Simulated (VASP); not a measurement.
# Co (Fm-3m) in VASP: further runs, part 2 of 2

VASP 6.6.1. The steps go on from the part before.

### 3 Single point, PBEsol, collinear spin, ferromagnetic start (11.28 Å³/atom)

This run uses another cell than the first one, of 11.28 Å³/atom.

File INCAR:

```
SYSTEM = Co
  PREC = Accurate
  ENCUT = 520
  EDIFF = 1E-6
  ISMEAR = -1
  SIGMA = 0.05
  LREAL = .FALSE.
  LASPH = .TRUE.
  NELM = 150
  ALGO = Normal
  ISIF = 2
  LWAVE = .FALSE.
  LCHARG = .TRUE.
  ISPIN = 2
  MAGMOM = 1.673
  LORBIT = 11
  LMAXMIX = 4
  GGA = PS
  LELF = .TRUE.
  LVHAR = .TRUE.
  NBANDS = 14
```

File KPOINTS:

```
regular mesh
0
G
  17 17 17
  0 0 0
```

File POSCAR:

```
Co
1.0
    0.0000000000      1.7799517513      1.7799517513
    1.7799517513      0.0000000000      1.7799517513
    1.7799517513      1.7799517513      0.0000000000
Co
1
Direct
    0.0000000000      0.0000000000      0.0000000000
```

Potentials or basis: VASP PAW PBE potentials, release 64 (Co).

Command:

```console
> cat potpaw_PBE.64/Co/POTCAR > POTCAR
> mpirun -np 1 vasp_std > vasp.out
```

OUTCAR:

```text
SYSTEM = Co
   PREC = Accurate
   ENCUT = 520
   EDIFF = 1E-6
   ISMEAR = -1
   LREAL = .FALSE.
   LASPH = .TRUE.
   NELM = 150
   ISIF = 2
   ISPIN = 2
   LORBIT = 11
   GGA = PS

 ion  position               nearest neighbor table
   1  0.000  0.000  0.000-

  LATTYP: Found a face centered cubic cell.
 ALAT       =     3.5599035026

  Lattice vectors:

 A1 = (   0.0000000000,   1.7799517513,   1.7799517513)
 A2 = (   1.7799517513,   0.0000000000,   1.7799517513)
 A3 = (   1.7799517513,   1.7799517513,   0.0000000000)

Analysis of symmetry for initial positions (statically):
=====================================================================
 Subroutine PRICEL returns:
 Original cell was already a primitive cell.

 Routine SETGRP: Setting up the symmetry group for a
 face centered cubic supercell.

 Subroutine GETGRP returns: Found 48 space group operations
 (whereof 48 operations were pure point group operations)
 out of a pool of 48 trial point group operations.

The static configuration has the point symmetry O_h .

Analysis of symmetry for dynamics (positions and initial velocities):
=====================================================================
 Subroutine PRICEL returns:
 Original cell was already a primitive cell.

 Routine SETGRP: Setting up the symmetry group for a
 face centered cubic supercell.

 Subroutine GETGRP returns: Found 48 space group operations
 (whereof 48 operations were pure point group operations)
 out of a pool of 48 trial point group operations.

The dynamic configuration has the point symmetry O_h .

Analysis of structural, dynamic, and magnetic symmetry:
=====================================================================
 Subroutine PRICEL returns:
 Original cell was already a primitive cell.

 Routine SETGRP: Setting up the symmetry group for a
 face centered cubic supercell.

 Subroutine GETGRP returns: Found 48 space group operations
 (whereof 48 operations were pure point group operations)
 out of a pool of 48 trial point group operations.

The overall configuration has the point symmetry O_h .

 Subroutine INISYM returns: Found 48 space group operations
 (whereof 48 operations are pure point group operations),
 and found     1 'primitive' translations

----------------------------------------------------------------------------------------

                                     Primitive cell

  volume of cell :      11.2786

  direct lattice vectors                    reciprocal lattice vectors
     0.000000000  1.779951751  1.779951751    -0.280906491  0.280906491  0.280906491
     1.779951751  0.000000000  1.779951751     0.280906491 -0.280906491  0.280906491
     1.779951751  1.779951751  0.000000000     0.280906491  0.280906491 -0.280906491

  length of vectors
     2.517231907  2.517231907  2.517231907     0.486544314  0.486544314  0.486544314

  position of ions in fractional coordinates (direct lattice)
     0.000000000  0.000000000  0.000000000

  ion indices of the primitive-cell ions
   primitive index   ion index
                 1           1

----------------------------------------------------------------------------------------

 KPOINTS: regular mesh

Automatic generation of k-mesh.
 Grid dimensions read from file:
[... 64 lines left out ...]
   NELM   =    150;   NELMIN=  2; NELMDL= -5     # of ELM steps
   EDIFF  = 0.1E-05   stopping-criterion for ELM
   LREAL  =      F    real-space projection
[... 7 lines left out ...]
   TEBEG  =    0.0;   TEEND  =   0.0 temperature during run
   PSTRESS=    0.0 pullay stress
   NELECT =       9.0000    total number of electrons
   NUPDOWN=      -1.0000    fix difference up-down
   EMIN   =  10.00;   EMAX   =-10.00  energy-range for DOS
   EFERMI =   0.00;   METHOD = LEGACY
   ISMEAR =    -1;   SIGMA  =   0.05  broadening in eV -4-tet -1-fermi 0-gaus
   EFERMI_NEDOS =   21; number of points for ismear=-14 and -15
   IALGO  =     38    algorithm
   IMIX   =      4    mixing-type and parameters
     AMIX     =   0.40;   BMIX     =  1.00
     AMIX_MAG =   1.60;   BMIX_MAG =  1.00
  volume/ion in A,a.u.               =      11.28        76.11
  Fermi-wavevector in a.u.,A,eV,Ry     =   1.518463  2.869478 31.371344  2.305729
  Thomas-Fermi vector in A             =   2.627580
   LORBIT       =     11    0 simple, 1 ext, 2 COOP (PROOUT), +10 PAW based schemes
   GGA     = PS    functional components
   LHFCALC =     F    Hartree Fock is set to
   AEXX    =    0.0000 exact exchange contribution
   IVDW    =     0    specifies the selected vdW correction
   LEPSILON=     F    determine dielectric tensor
   LRPA    =     F    only Hartree local field effects (RPA)
 spin polarized calculation
  energy-cutoff  :      520.00
  volume of cell :       11.28
 maximum number of plane-waves:       316
   NGX =  9   NGY =  9   NGZ =  9

 number of electron       9.0000005 magnetization       1.6717535

 Free energy of the ion-electron system (eV)
  ---------------------------------------------------
  ext. energy  EPLUGINS =         0.00000000
  ---------------------------------------------------
  free energy    TOTEN  =        -7.67127733 eV

  energy without entropy =       -7.66156284  energy(sigma->0) =       -7.66642009

 E-fermi :   9.6317     XC(G=0): -13.3515

 val. band max:        9.6273601104   @ k =   0.3529   0.2353   0.0000
 cond. band min:       9.6359446901   @ k =  -0.3529   0.2941   0.0000
 fundamental gap:      0.0085845797
 Fermi energy:         9.6316730446

 spin component 1

 k-point     1 :       0.0000    0.0000    0.0000
  band No.  band energies     occupation
      1       0.7779      1.00000
      2       6.9673      1.00000
      3       6.9673      1.00000
      4       6.9673      1.00000
      5       7.9613      1.00000
      6       7.9613      1.00000
      7      32.2778      0.00000
      8      36.3348      0.00000
      9      36.3348      0.00000
     10      36.3348      0.00000
     11      39.3565      0.00000
     12      39.3565      0.00000
     13      39.3565      0.00000
     14      42.0453      0.00000
[... 379 lines left out ...]
      3       7.1386      1.00000
      4       7.1397      1.00000
      5       7.8153      1.00000
      6       8.0173      1.00000
      7      29.3396      0.00000
      8      31.8245      0.00000
      9      35.0054      0.00000
     10      36.9660      0.00000
     11      38.9664      0.00000
     12      39.9279      0.00000
     13      43.2242      0.00000
     14      43.3200      0.00000

 [... further k-points ...]

 spin component 2

 k-point     1 :       0.0000    0.0000    0.0000
  band No.  band energies     occupation
      1       0.8541      1.00000
      2       8.5748      1.00000
      3       8.5748      1.00000
      4       8.5748      1.00000
      5       9.9284      0.00264
      6       9.9284      0.00264
      7      32.0626      0.00000
      8      36.5216      0.00000
      9      36.5216      0.00000
     10      36.5216      0.00000
     11      39.7262      0.00000
     12      39.7262      0.00000
     13      39.7262      0.00000
     14      41.8297      0.00000
[... 379 lines left out ...]
      3       8.7679      1.00000
      4       8.7683      1.00000
      5       9.7494      0.08673
      6       9.9693      0.00117
      7      29.5909      0.00000
      8      31.9795      0.00000
      9      35.1145      0.00000
     10      37.2069      0.00000
     11      39.0197      0.00000
     12      40.2123      0.00000
     13      43.3895      0.00000
     14      43.8168      0.00000

 [... further k-points ...]

------------------------ aborting loop because EDIFF is reached ----------------------------------------

  FORCE on cell =-STRESS in cart. coord.  units (eV):
  Direction    XX          YY          ZZ          XY          YZ          ZX
  --------------------------------------------------------------------------------------
  -------------------------------------------------------------------------------------
  Total       -1.1426195     -1.1426195     -1.1426195     -0.0000000     -0.0000000      0.0000000
  in kB     -162.3145732   -162.3145732   -162.3145732     -0.0000000     -0.0000000      0.0000000
  external PRESSURE =    -162.3145732 kB  Pullay stress =       0.0000000 kB

 VOLUME and BASIS-vectors are now :
 -----------------------------------------------------------------------------
  energy-cutoff  :      520.00
  volume of cell :       11.28
      direct lattice vectors                 reciprocal lattice vectors
     0.000000000  1.779951751  1.779951751    -0.280906491  0.280906491  0.280906491
     1.779951751  0.000000000  1.779951751     0.280906491 -0.280906491  0.280906491
     1.779951751  1.779951751  0.000000000     0.280906491  0.280906491 -0.280906491

 POSITION                                       TOTAL-FORCE (eV/Angst)
 -----------------------------------------------------------------------------------
      0.00000      0.00000      0.00000         0.000000      0.000000      0.000000
 -----------------------------------------------------------------------------------
    total drift:                                0.000000      0.000000      0.000000

  FREE ENERGIE OF THE ION-ELECTRON SYSTEM (eV)
  ---------------------------------------------------
  free  energy   TOTEN  =        -7.6712773341 eV

  energy  without entropy=       -7.6615628396  energy(sigma->0) =       -7.66642009

 total charge

# of ion       s       p       d       tot
------------------------------------------
    1        0.475   0.494   7.227   8.196

 magnetization (x)

# of ion       s       p       d       tot
------------------------------------------
    1       -0.012  -0.045   1.747   1.690
```

Run time: 1.8 min. Hardware: 1 thread of Intel Xeon 8259CL, shared host; peak memory 0.16 GiB.

Results:

```
Free energy                                           : -7.6713 eV
Pressure                                              : -16.2 GPa
Net moment                                            : 1.67 μB per cell
Site moments                                          : Co +1.69 μB
Valence electrons inside the program's atomic spheres : Co 8.20
```

Caveat: the cell stands under tension; the PAW data sets were made with another functional, which shifts forces and pressure a little.
